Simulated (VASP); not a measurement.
A run of VASP 6.6.1:

INCAR

```
SYSTEM = Pd
PREC     = Accurate       ! precision mode
ENCUT    = 520            ! plane-wave cutoff, eV
EDIFF    = 1E-7           ! SCF threshold, eV
ISMEAR   = 0              ! smearing method
SIGMA    = 0.15           ! smearing width, eV
LREAL    = .FALSE.        ! projectors in reciprocal space
LASPH    = .TRUE.         ! aspherical terms in the spheres
NELM     = 100            ! most SCF steps
ALGO     = Fast           ! electronic algorithm
ISIF     = 2              ! what is computed and relaxed
LWAVE    = .FALSE.        ! write WAVECAR
LCHARG   = .FALSE.        ! write CHGCAR
GGA      = PS             ! functional
NBANDS   = 11             ! bands
```

KPOINTS

```
Automatic mesh
0
G
  24 24 24
  0 0 0
```

The input POSCAR:

```
Pd
1.0
   -0.0929843246      1.8995369178      1.8995369178
    1.8995369178     -0.0929843246      1.8995369178
    1.8995369178      1.8995369178     -0.0929843246
Pd
1
Direct
    0.0000000000      0.0000000000      0.0000000000
```

Potentials or basis: VASP PAW PBE potentials, release 64 (Pd).

Run with:

```sh
$ cat potpaw_PBE.64/Pd/POTCAR > POTCAR
$ mpirun -np 1 vasp_std > vasp.out
```

Hardware: 1 thread of Intel(R) Xeon(R) 6975P-C (Granite Rapids), on a shared host.

Question: How long does it take, and how much memory?

Answer: Wall time 82 s on 1 thread of Intel(R) Xeon(R) 6975P-C (Granite Rapids) (shared host), peak memory 0.31 GiB. Counts: scf iterations 15, k points 1313.
